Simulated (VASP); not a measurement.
# Ge (Fd-3m) in VASP: a series of runs, part 2 of 2

VASP 6.6.1.

### Step 3. Electric field gradients, PBE (volume scaled by 1.02)

Contents of INCAR:

```
SYSTEM = Ge
PREC = Accurate
ENCUT = 520
EDIFF = 1E-8
ISMEAR = -1
SIGMA = 0.05
LREAL = .False.
LASPH = .True.
NELM = 60
ALGO = Normal
ISIF = 2
LWAVE = .False.
LCHARG = .False.
GGA = PE
LEFG = .True.
NBANDS = 21
```

Contents of KPOINTS:

```
Automatic mesh
0
Gamma
  10 10 10
  0 0 0
```

Contents of POSCAR:

```
Ge
1.0
    0.0000000000      2.8475041221      2.8475041221
    2.8475041221      0.0000000000      2.8475041221
    2.8475041221      2.8475041221      0.0000000000
Ge
2
Direct
    0.5000000000      0.5000000000      0.5000000000
    0.7500000000      0.7500000000      0.7500000000
```

Potentials or basis: VASP PAW PBE potentials, release 64 (Ge_d).

The run is started by

```bash
> cat potpaw_PBE.64/Ge_d/POTCAR > POTCAR
> mpirun -np 1 vasp_std > vasp.out
```

OUTCAR:

```text
SYSTEM = Ge
   PREC = Accurate
   ENCUT = 520
   EDIFF = 1E-8
   ISMEAR = -1
   LREAL = .False.
   LASPH = .True.
   NELM = 60
   ISIF = 2
   GGA = PE

 ion  position               nearest neighbor table
   1  0.500  0.500  0.500-   2 2.47   2 2.47   2 2.47   2 2.47
   2  0.750  0.750  0.750-   1 2.47   1 2.47   1 2.47   1 2.47

  LATTYP: Found a face centered cubic cell.
 ALAT       =     5.6950082442

  Lattice vectors:

 A1 = (   0.0000000000,   2.8475041221,   2.8475041221)
 A2 = (   2.8475041221,   0.0000000000,   2.8475041221)
 A3 = (   2.8475041221,   2.8475041221,   0.0000000000)

Analysis of symmetry for initial positions (statically):
=====================================================================
 Subroutine PRICEL returns:
 Original cell was already a primitive cell.

 Routine SETGRP: Setting up the symmetry group for a
 face centered cubic supercell.

 Subroutine GETGRP returns: Found 48 space group operations
[... 765 lines left out ...]
  volume of cell :       46.18
      direct lattice vectors                 reciprocal lattice vectors
     0.000000000  2.847504122  2.847504122    -0.175592371  0.175592371  0.175592371
     2.847504122  0.000000000  2.847504122     0.175592371 -0.175592371  0.175592371
     2.847504122  2.847504122  0.000000000     0.175592371  0.175592371 -0.175592371

 POSITION                                       TOTAL-FORCE (eV/Angst)
 -----------------------------------------------------------------------------------
      2.84750      2.84750      2.84750         0.000000      0.000000     -0.000000
      4.27126      4.27126      4.27126        -0.000000     -0.000000      0.000000
 -----------------------------------------------------------------------------------
    total drift:                                0.000000     -0.000000     -0.000000

  FREE ENERGIE OF THE ION-ELECTRON SYSTEM (eV)
  ---------------------------------------------------
  free  energy   TOTEN  =        -9.0231569538 eV

  energy  without entropy=       -9.0225986144  energy(sigma->0) =       -9.02287778

 Electric field gradients (V/A^2)
---------------------------------------------------------------------
 ion       V_xx      V_yy      V_zz      V_xy      V_xz      V_yz
---------------------------------------------------------------------
   1      -0.000     0.000     0.000     0.004     0.004     0.004
   2      -0.000     0.000     0.000     0.004     0.004     0.004
---------------------------------------------------------------------

 Electric field gradients after diagonalization (V/A^2)
 (convention: |V_zz| > |V_xx| > |V_yy|)
----------------------------------------------------------------------
 ion       V_xx      V_yy      V_zz     asymmetry (V_yy - V_xx)/ V_zz
----------------------------------------------------------------------
   1      -0.004    -0.004     0.008       0.000
   2      -0.004    -0.004     0.008       0.000
----------------------------------------------------------------------

           NMR quadrupolar parameters

 Cq : quadrupolar parameter    Cq=e*Q*V_zz/h
 eta: asymmetry parameters     (V_yy - V_xx)/ V_zz
 Q  : nuclear electric quadrupole moment in mb (millibarn)
----------------------------------------------------------------------
 ion       Cq(MHz)       eta       Q (mb)
----------------------------------------------------------------------
   1       0.000       0.000       1.000
   2       0.000       0.000       1.000
----------------------------------------------------------------------
```

OSZICAR:

```text
N       E                     dE             d eps       ncg     rms          rms(c)
DAV:   1     0.192099535208E+03    0.19210E+03   -0.14761E+04  2260   0.362E+03
DAV:   2     0.185684491613E+02   -0.17353E+03   -0.16768E+03  1984   0.610E+02
DAV:   3    -0.819869083188E+01   -0.26767E+02   -0.26592E+02  2269   0.143E+02
DAV:   4    -0.909021487828E+01   -0.89152E+00   -0.89113E+00  2234   0.307E+01
DAV:   5    -0.910459995468E+01   -0.14385E-01   -0.14385E-01  2264   0.432E+00    0.312E+00
DAV:   6    -0.905002411833E+01    0.54576E-01   -0.20927E-02  2338   0.145E+00    0.185E+00
DAV:   7    -0.902127657946E+01    0.28748E-01   -0.45248E-02  2195   0.192E+00    0.145E-01
DAV:   8    -0.902292359371E+01   -0.16470E-02   -0.56245E-03  2214   0.910E-01    0.430E-02
DAV:   9    -0.902313786569E+01   -0.21427E-03   -0.25240E-04  2194   0.173E-01    0.137E-02
DAV:  10    -0.902315472564E+01   -0.16860E-04   -0.32733E-05  2259   0.632E-02    0.608E-03
DAV:  11    -0.902315694622E+01   -0.22206E-05   -0.54001E-06  2193   0.320E-02    0.181E-03
DAV:  12    -0.902315700167E+01   -0.55448E-07   -0.20786E-07  2242   0.578E-03    0.581E-04
DAV:  13    -0.902315697884E+01    0.22829E-07   -0.25935E-08  1850   0.285E-03    0.184E-04
DAV:  14    -0.902315695253E+01    0.26307E-07   -0.36124E-09  1397   0.563E-04    0.320E-05
DAV:  15    -0.902315695380E+01   -0.12697E-08   -0.55028E-10  1112   0.328E-04
   1 F= -.90231570E+01 E0= -.90228778E+01  d E =-.558339E-03
```

Run time: 66 s. Hardware: 1 thread of AMD EPYC 7R43 (Zen 3), shared host; peak memory 0.14 GiB.

What came out:

```
Free energy            : -9.0232 eV
Pressure               : 2.2 GPa
Band gap on the k mesh : zero (filled and empty bands touch)
```

Caveat: without QUAD_EFG the Cq values of the log hold for a quadrupole moment of 1 mb, not for the nuclei.

### Step 4. Electric field gradients, PBE (volume scaled by 1.02)

Contents of INCAR:

```
PREC = Accurate
ENCUT = 520
EDIFF = 1E-8
ISMEAR = -1
SIGMA = 0.05
LREAL = False
LASPH = True
NELM = 80
ALGO = Normal
ISIF = 2
LWAVE = False
LCHARG = False
GGA = PE
LEFG = True
NBANDS = 21
```

Contents of KPOINTS:

```
Automatic mesh
0
Gamma
  10 10 10
```

POSCAR is that of step 3.

Potentials or basis: VASP PAW PBE potentials, release 64 (Ge_d).

The run is started by

```bash
> cat potpaw_PBE.64/Ge_d/POTCAR > POTCAR
> mpirun -np 1 vasp_std > vasp.out
```

OUTCAR:

```text
PREC = Accurate
   ENCUT = 520
   EDIFF = 1E-8
   ISMEAR = -1
   LREAL = False
   LASPH = True
   NELM = 80
   ISIF = 2
   GGA = PE

 ion  position               nearest neighbor table
   1  0.500  0.500  0.500-   2 2.47   2 2.47   2 2.47   2 2.47
   2  0.750  0.750  0.750-   1 2.47   1 2.47   1 2.47   1 2.47

  LATTYP: Found a face centered cubic cell.
 ALAT       =     5.6950082442

  Lattice vectors:

 A1 = (   0.0000000000,   2.8475041221,   2.8475041221)
 A2 = (   2.8475041221,   0.0000000000,   2.8475041221)
 A3 = (   2.8475041221,   2.8475041221,   0.0000000000)

Analysis of symmetry for initial positions (statically):
=====================================================================
 Subroutine PRICEL returns:
 Original cell was already a primitive cell.

 Routine SETGRP: Setting up the symmetry group for a
 face centered cubic supercell.

 Subroutine GETGRP returns: Found 48 space group operations
[... 765 lines left out ...]
  volume of cell :       46.18
      direct lattice vectors                 reciprocal lattice vectors
     0.000000000  2.847504122  2.847504122    -0.175592371  0.175592371  0.175592371
     2.847504122  0.000000000  2.847504122     0.175592371 -0.175592371  0.175592371
     2.847504122  2.847504122  0.000000000     0.175592371  0.175592371 -0.175592371

 POSITION                                       TOTAL-FORCE (eV/Angst)
 -----------------------------------------------------------------------------------
      2.84750      2.84750      2.84750         0.000000      0.000000     -0.000000
      4.27126      4.27126      4.27126        -0.000000     -0.000000      0.000000
 -----------------------------------------------------------------------------------
    total drift:                                0.000000     -0.000000     -0.000000

  FREE ENERGIE OF THE ION-ELECTRON SYSTEM (eV)
  ---------------------------------------------------
  free  energy   TOTEN  =        -9.0231569538 eV

  energy  without entropy=       -9.0225986144  energy(sigma->0) =       -9.02287778

 Electric field gradients (V/A^2)
---------------------------------------------------------------------
 ion       V_xx      V_yy      V_zz      V_xy      V_xz      V_yz
---------------------------------------------------------------------
   1      -0.000     0.000     0.000     0.004     0.004     0.004
   2      -0.000     0.000     0.000     0.004     0.004     0.004
---------------------------------------------------------------------

 Electric field gradients after diagonalization (V/A^2)
 (convention: |V_zz| > |V_xx| > |V_yy|)
----------------------------------------------------------------------
 ion       V_xx      V_yy      V_zz     asymmetry (V_yy - V_xx)/ V_zz
----------------------------------------------------------------------
   1      -0.004    -0.004     0.008       0.000
   2      -0.004    -0.004     0.008       0.000
----------------------------------------------------------------------

           NMR quadrupolar parameters

 Cq : quadrupolar parameter    Cq=e*Q*V_zz/h
 eta: asymmetry parameters     (V_yy - V_xx)/ V_zz
 Q  : nuclear electric quadrupole moment in mb (millibarn)
----------------------------------------------------------------------
 ion       Cq(MHz)       eta       Q (mb)
----------------------------------------------------------------------
   1       0.000       0.000       1.000
   2       0.000       0.000       1.000
----------------------------------------------------------------------
```

stdout:

```text
POSCAR found type information on POSCAR Ge
 POSCAR found :  1 types and       2 ions
 scaLAPACK will be used
 LDA part: xc-table for (Slater+PW92), standard interpolation
 POSCAR, INCAR and KPOINTS ok, starting setup
 FFT: planning ... GRIDC
 FFT: planning ... GRID_SOFT
 FFT: planning ... GRID
 WAVECAR not read
 entering main loop
ion   1

ion   2
```

It took 62 s on 1 thread of AMD EPYC 7R43 (Zen 3), shared host; peak memory 0.15 GiB.

What came out:

```yaml
Free_energy: -9.0232 eV
Pressure: 2.2 GPa
Band_gap_on_the_k_mesh: zero (filled and empty bands touch)
```

Levels at points of the mesh, in eV from the Fermi level:
| k point | band 10 | band 11 | band 12 | band 13 | band 14 | band 15 | band 16 | band 17 | band 18 | band 19 |
| --- | --- | --- | --- | --- | --- | --- | --- | --- | --- | --- |
| (0.00, 0.00, 0.00) | -24.56 | -12.64 | -0.16 | -0.01 | -0.01 | -0.01 | 2.53 | 2.53 | 2.53 | 6.37 |
| (0.50, 0.00, 0.00) | -24.53 | -10.60 | -7.52 | -1.39 | -1.39 | 0.11 | 3.72 | 3.72 | 7.11 | 10.43 |
| (0.50, 0.50, 0.00) | -24.52 | -8.83 | -8.83 | -3.02 | -3.02 | 0.77 | 0.77 | 9.34 | 9.34 | 11.40 |

Caveat: without QUAD_EFG the Cq values of the log hold for a quadrupole moment of 1 mb, not for the nuclei.

### Step 5. Electric field gradients, PBE (volume scaled by 1.04)

INCAR is that of step 4.

KPOINTS is that of step 4.

Contents of POSCAR:

```
Ge
1.0
    0.0000000000      2.8659949267      2.8659949267
    2.8659949267      0.0000000000      2.8659949267
    2.8659949267      2.8659949267      0.0000000000
Ge
2
Direct
    0.5000000000      0.5000000000      0.5000000000
    0.7500000000      0.7500000000      0.7500000000
```

Potentials or basis: VASP PAW PBE potentials, release 64 (Ge_d).

The run is started by

```bash
> cat potpaw_PBE.64/Ge_d/POTCAR > POTCAR
> mpirun -np 1 vasp_std > vasp.out
```

OUTCAR:

```text
PREC = Accurate
   ENCUT = 520
   EDIFF = 1E-8
   ISMEAR = -1
   LREAL = False
   LASPH = True
   NELM = 80
   ISIF = 2
   GGA = PE

 ion  position               nearest neighbor table
   1  0.500  0.500  0.500-   2 2.48   2 2.48   2 2.48   2 2.48
   2  0.750  0.750  0.750-   1 2.48   1 2.48   1 2.48   1 2.48

  LATTYP: Found a face centered cubic cell.
 ALAT       =     5.7319898534

  Lattice vectors:

 A1 = (   0.0000000000,   2.8659949267,   2.8659949267)
 A2 = (   2.8659949267,   0.0000000000,   2.8659949267)
 A3 = (   2.8659949267,   2.8659949267,   0.0000000000)

Analysis of symmetry for initial positions (statically):
=====================================================================
 Subroutine PRICEL returns:
 Original cell was already a primitive cell.

 Routine SETGRP: Setting up the symmetry group for a
 face centered cubic supercell.

 Subroutine GETGRP returns: Found 48 space group operations
[... 764 lines left out ...]
  volume of cell :       47.08
      direct lattice vectors                 reciprocal lattice vectors
     0.000000000  2.865994927  2.865994927    -0.174459485  0.174459485  0.174459485
     2.865994927  0.000000000  2.865994927     0.174459485 -0.174459485  0.174459485
     2.865994927  2.865994927  0.000000000     0.174459485  0.174459485 -0.174459485

 POSITION                                       TOTAL-FORCE (eV/Angst)
 -----------------------------------------------------------------------------------
      2.86599      2.86599      2.86599         0.000000      0.000000     -0.000000
      4.29899      4.29899      4.29899        -0.000000     -0.000000      0.000000
 -----------------------------------------------------------------------------------
    total drift:                                0.000000     -0.000000      0.000000

  FREE ENERGIE OF THE ION-ELECTRON SYSTEM (eV)
  ---------------------------------------------------
  free  energy   TOTEN  =        -9.0320010486 eV

  energy  without entropy=       -9.0312678006  energy(sigma->0) =       -9.03163442

 Electric field gradients (V/A^2)
---------------------------------------------------------------------
 ion       V_xx      V_yy      V_zz      V_xy      V_xz      V_yz
---------------------------------------------------------------------
   1      -0.000    -0.000    -0.000     0.005     0.005     0.005
   2      -0.000    -0.000    -0.000     0.005     0.005     0.005
---------------------------------------------------------------------

 Electric field gradients after diagonalization (V/A^2)
 (convention: |V_zz| > |V_xx| > |V_yy|)
----------------------------------------------------------------------
 ion       V_xx      V_yy      V_zz     asymmetry (V_yy - V_xx)/ V_zz
----------------------------------------------------------------------
   1      -0.005    -0.005     0.009       0.000
   2      -0.005    -0.005     0.009       0.000
----------------------------------------------------------------------

           NMR quadrupolar parameters

 Cq : quadrupolar parameter    Cq=e*Q*V_zz/h
 eta: asymmetry parameters     (V_yy - V_xx)/ V_zz
 Q  : nuclear electric quadrupole moment in mb (millibarn)
----------------------------------------------------------------------
 ion       Cq(MHz)       eta       Q (mb)
----------------------------------------------------------------------
   1       0.000       0.000       1.000
   2       0.000       0.000       1.000
----------------------------------------------------------------------
```

stdout:

```text
POSCAR found type information on POSCAR Ge
 POSCAR found :  1 types and       2 ions
 scaLAPACK will be used
 LDA part: xc-table for (Slater+PW92), standard interpolation
 POSCAR, INCAR and KPOINTS ok, starting setup
 FFT: planning ... GRIDC
 FFT: planning ... GRID_SOFT
 FFT: planning ... GRID
 WAVECAR not read
 entering main loop
ion   1

ion   2
```

Wall time 57 s (1 thread of AMD EPYC 7R43 (Zen 3), shared host); peak memory 0.15 GiB.

What came out:

```
Free energy            : -9.0320 eV
Pressure               : 0.9 GPa
Band gap on the k mesh : zero (filled and empty bands touch)
```

Caveat: without QUAD_EFG the Cq values of the log hold for a quadrupole moment of 1 mb, not for the nuclei.

### Step 6. Overview

```csv
cell,gap on the mesh (eV),pressure (GPa)
"a = 4.014 Å, angles 60.0°, 2 atoms",none,2.9
"a = 4.027 Å, angles 60.0°, 2 atoms",none,2.2
"a = 4.053 Å, angles 60.0°, 2 atoms",none,0.9
```

Alike in all rows: task electric field gradients; level PBE; potentials or basis VASP PAW PBE potentials, release 64 (Ge_d); no spin polarisation; k mesh 10 × 10 × 10; cutoff (eV) 520; smearing fermi-dirac 0.05 eV.

Total energies depend on the potentials used, so only differences within one code and one set of settings carry meaning.
